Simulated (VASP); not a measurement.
# Nb: relaxation of cell and atoms with PBE

The system is Nb.

```
Nb
1.0
    -1.65020    1.65020    1.65020
     1.65020   -1.65020    1.65020
     1.65020    1.65020   -1.65020
Nb
1
Cartesian
  0.0000 0.0000 0.0000
```

- Program: VASP 6.6.1
- Task: relaxation of cell and atoms
- Functional: PBE
- Potentials or basis: VASP PAW PBE potentials, release 64 (Nb_sv)
- Cutoff: 600 eV
- k mesh: 16 × 16 × 16
- Occupations: fermi-dirac, width 0.05 eV
- Spin: no spin polarisation
- Dipole correction: no
- Further INCAR settings: ALGO = Normal; EDIFF = 1e-06; IBRION = 2; EDIFFG = -0.01; NSW = 80; ISIF = 3

* Relaxed volume: 18.08 Å³/atom
* Relaxed cell: a = 2.864 Å, b = 2.864 Å, c = 2.864 Å, α = 109.47°, β = 109.47°, γ = 109.47°
* Space group after relaxing (to 0.1 Å): Im-3m (No. 229)
* Energy gained by relaxing: 0.3 meV/atom
* Ionic steps: 3
* Pressure after relaxing: 0.0 GPa
* Band gap on the k mesh: zero (an odd number of electrons rules out a gap without spin polarisation)

Step by step:
```csv
step,energy change (eV),largest force (eV/Å),pressure (GPa),volume (Å³)
1,0.0000,0.0000,1.03,17.98
2,0.0008,0.0000,-1.81,18.28
3,-0.0003,0.0000,0.00,18.08
```

Final structure:
```yaml
crystal:
  lattice:
    - [-1.65349, 1.65349, 1.65349]
    - [1.65349, -1.65349, 1.65349]
    - [1.65349, 1.65349, -1.65349]
  atoms:
    - { symbol: Nb, position: [0.00000, 0.00000, 0.00000] }
```

Levels at points of the mesh, in eV from the Fermi level:
```
           k point  band 2  band 3  band 4  band 5  band 6  band 7  band 8  band 9  band 10
(0.00, 0.00, 0.00)  -29.68  -29.68  -29.68   -5.95    0.36    0.36    0.36    3.26     3.26
(0.50, 0.00, 0.00)  -31.02  -30.11  -29.70   -3.71   -1.65    2.25    3.29    3.97     6.34
(0.50, 0.50, 0.50)  -30.60  -30.60  -30.60   -3.70   -3.70    5.57    5.57    5.57     9.03
```

Wall time 66 s on 1 thread of Intel Xeon 8259CL (shared host), peak memory 0.17 GiB.

PBE usually gives volumes a little too large and moduli too small. Zero-point motion and thermal expansion aren't in these numbers.
